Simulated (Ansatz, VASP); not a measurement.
**One calculation of Ir, two programs**

The input INCAR:

```
ALGO     = Fast           # electronic algorithm
EDIFF    = 1E-6           # SCF threshold, eV
ENCUT    = 520            # plane-wave cutoff, eV
ISIF     = 2              # what is computed and relaxed
ISMEAR   = 0              # smearing method
LASPH    = True           # aspherical terms in the spheres
LCHARG   = True           # write CHGCAR
LELF     = True           # ELF
LREAL    = False          # projectors in reciprocal space
LVHAR    = True         
LWAVE    = False          # write WAVECAR
NBANDS   = 10             # bands
NELM     = 100            # most SCF steps
PREC     = Accurate       # precision mode
SIGMA    = 0.15           # smearing width, eV
```

Contents of KPOINTS:

```
k-points
0
Gamma
  22 22 22
```

File POSCAR:

```
Ir
1.0
    0.0000000000      1.9880447558      1.7035555512
    1.9880447558      0.0000000000      1.7035555512
    1.9880447558      1.9880447558      0.0000000000
Ir
1
Direct
    0.0000000000      0.0000000000      0.0000000000
```

Input for Ansatz:

```yaml
crystal:
  lattice:
    - [0.0, 1.9880447558, 1.7035555512]
    - [1.9880447558, 0.0, 1.7035555512]
    - [1.9880447558, 1.9880447558, 0.0]
  atoms:
    - { symbol: Ir, position: [0.0, 0.0, 0.0] }
basis:
  ecutwfc: 420
kpoints:
  mp_grid: { grid: [22, 22, 22] }
hamiltonian:
  xc: lda
  pseudopotentials: { kind: paw, azcp: { folder: soft_1 } }
scf:
  occupations: { method: gaussian, width: 0.15 }
output:
  forces: true
  stress: true
  eigenvalues: true
```

Alike in both runs: task single point; functional LDA; k mesh 22 × 22 × 22; occupations gaussian, width 0.15 eV; no spin polarisation.

```csv
,VASP,Ansatz
version,VASP 6.6.1,Ansatz 0.2.0
potentials or method,"VASP PAW LDA potentials, release 64 (Ir), cutoff 520 eV","scalar-relativistic, plane waves, PAW"
valence electrons in the cell,9,17
```

VASP gave:

| Quantity | Value |
| --- | --- |
| gap on the k mesh at the Fermi level (eV) | none |
| pressure (GPa) | 20.1 |
| traceless stress, the component that is largest in VASP (GPa) | 34.69 |

**Question.** Which values does Ansatz return?

**Answer.** gap on the k mesh at the Fermi level (eV): none; pressure (GPa): 16.8; traceless stress, the component that is largest in VASP (GPa): 34.87.

Ansatz warns that its potentials were made for another functional, while VASP's fit it. LDA's correlation is that of Perdew and Zunger in VASP and of Perdew and Wang (1992) in Ansatz. A gap of «none» marks a metal or a gap that the smearing closes. VASP's potentials hold 9 valence electrons a cell and Ansatz's 17, so a difference there can come from the potentials and not from the codes.

Spin-orbit coupling is off throughout.
